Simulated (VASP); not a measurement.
SnSe2:

```
CELL_PARAMETERS angstrom
5.15082 0.00000 0.00000
-2.57541 4.46075 0.00000
0.00000 0.00000 6.30984
ATOMIC_POSITIONS crystal
Se 0.33330 0.66670 0.75000
Se 0.66660 0.33330 0.25000
Se 0.00000 0.00000 0.00000
Se 0.00000 0.00000 0.50000
Sn 0.33330 0.66670 0.25000
Sn 0.66660 0.33330 0.75000
```

| Quantity | Value |
| --- | --- |
| Program | VASP 6.6.1 |
| Task | relaxation of cell and atoms |
| Functional | r2SCAN |
| Potentials or basis | VASP PAW PBE potentials, release 64 (Se, Sn_d) |
| Cutoff | 600 eV |
| k mesh | 5 × 5 × 4 |
| Occupations | fermi-dirac, width 0.1 eV |
| Spin | no spin polarisation |

At the start: pressure -2.1 GPa; volume 24.16 Å³/atom.

Question: How do energy, volume and symmetry change on relaxing?

Answer: Over 11 steps the energy falls by 89.2 meV/atom and the volume is 23.20 Å³/atom (-4.0 %); space group P6_3/mmc (No. 194, to 0.1 Å) before and after.

The path:
```csv
step,energy change (eV),largest force (eV/Å),pressure (GPa),volume (Å³)
1,0.0000,0.0006,-2.09,144.98
2,-0.2252,0.0007,0.17,138.36
3,-0.3538,0.0007,3.24,131.63
4,-0.4571,0.0006,3.12,132.25
5,-0.4697,0.0006,3.30,132.52
6,-0.5263,0.0005,1.10,136.74
7,-0.5344,0.0004,-0.10,139.39
8,-0.5344,0.0005,-0.03,139.19
9,-0.5344,0.0005,0.04,139.05
10,-0.5347,0.0004,0.05,139.11
11,-0.5350,0.0004,0.06,139.20
```

Final structure:
```
CELL_PARAMETERS angstrom
5.35834 0.00000 0.00000
-2.67917 4.64077 0.00000
0.00000 0.00000 5.59781
ATOMIC_POSITIONS crystal
Se 0.33331 0.66668 0.75000
Se 0.66664 0.33332 0.25000
Se 0.99999 0.00000 0.00000
Se 0.99999 0.00000 0.50000
Sn 0.33328 0.66669 0.25000
Sn 0.66659 0.33331 0.75000
```

Caveat: the PAW data sets were made with another functional, which shifts forces and pressure a little.
